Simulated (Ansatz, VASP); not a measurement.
**One calculation of Br, two programs**

Contents of INCAR:

```
ALGO     = Normal         # electronic algorithm
EDIFF    = 1E-6           # SCF threshold, eV
ENCUT    = 520            # plane-wave cutoff, eV
GGA      = PE             # functional
ISIF     = 2              # what is computed and relaxed
ISMEAR   = -1             # smearing method
LASPH    = True           # aspherical terms in the spheres
LCHARG   = False          # write CHGCAR
LREAL    = False          # projectors in reciprocal space
LWAVE    = False          # write WAVECAR
NBANDS   = 22             # bands
NELM     = 100            # most SCF steps
PREC     = Accurate       # precision mode
SIGMA    = 0.01           # smearing width, eV
```

The input KPOINTS:

```
k-points
0
Gamma
  7 7 3
```

The input POSCAR:

```
Br
1.0
    3.3350000000     -2.2400000000      0.0000000000
    3.3350000000      2.2400000000      0.0000000000
    0.0000000000      0.0000000000      8.7200000000
Br
4
Direct
    0.1350000000      0.8650000000      0.1100000000
    0.6350000000      0.3650000000      0.3900000000
    0.8650000000      0.1350000000      0.8900000000
    0.3650000000      0.6350000000      0.6100000000
```

Input for Ansatz:

```yaml
crystal:
  lattice:
    - [3.335, -2.24, 0.0]
    - [3.335, 2.24, 0.0]
    - [0.0, 0.0, 8.72]
  atoms:
    - { symbol: Br, position: [0.135, 0.865, 0.11] }
    - { symbol: Br, position: [0.635, 0.365, 0.39] }
    - { symbol: Br, position: [0.865, 0.135, 0.89] }
    - { symbol: Br, position: [0.365, 0.635, 0.61] }
kpoints:
  mp_grid: { grid: [7, 7, 3] }
  band_path:
    path:
      - [0.0, 0.0, 0.0]
      - [0.5, 0.5, 0.0]
      - [0.3627831886, 0.6372168114, 0.0]
      - [-0.3627831886, 0.3627831886, 0.0]
      - [0.0, 0.0, 0.0]
      - [0.0, 0.0, 0.5]
      - [-0.3627831886, 0.3627831886, 0.5]
      - [0.3627831886, 0.6372168114, 0.5]
      - [0.5, 0.5, 0.5]
    npoints: 14
scf:
  occupations: { method: fermi_dirac, width: 0.01 }
hamiltonian:
  xc: pbe
  pseudopotentials: { kind: all_electron, lapw: { basis_error: 0.001 } }
output:
  forces: true
  stress: true
  eigenvalues: true
  populations: true
  dos: { projected: true, de: 0.2, e_range: [-14, 8] }
```

Alike in both runs: task single point; functional PBE; k mesh 7 × 7 × 3; occupations fermi-dirac, width 0.01 eV; no spin polarisation.

|  | VASP | Ansatz |
| --- | --- | --- |
| version | VASP 6.6.1 | Ansatz 0.2.0 |
| potentials or method | VASP PAW PBE potentials, release 64 (Br), cutoff 520 eV | all-electron LAPW, scalar-relativistic |

```tsv
	VASP	Ansatz	Ansatz less VASP
gap on the k mesh at the Fermi level (eV)	1.90	1.90	+0.008
pressure (GPa)	2.9	2.9	-0.01
traceless stress, the component that is largest in VASP (GPa)	1.95	1.91	-0.035
rms of the force components (eV/Å)	0.701	0.691	-0.0093
```

Atom by atom the forces differ by 0.009 eV/Å (rms over components). Ansatz ran all-electron here, and VASP with PAW potentials.
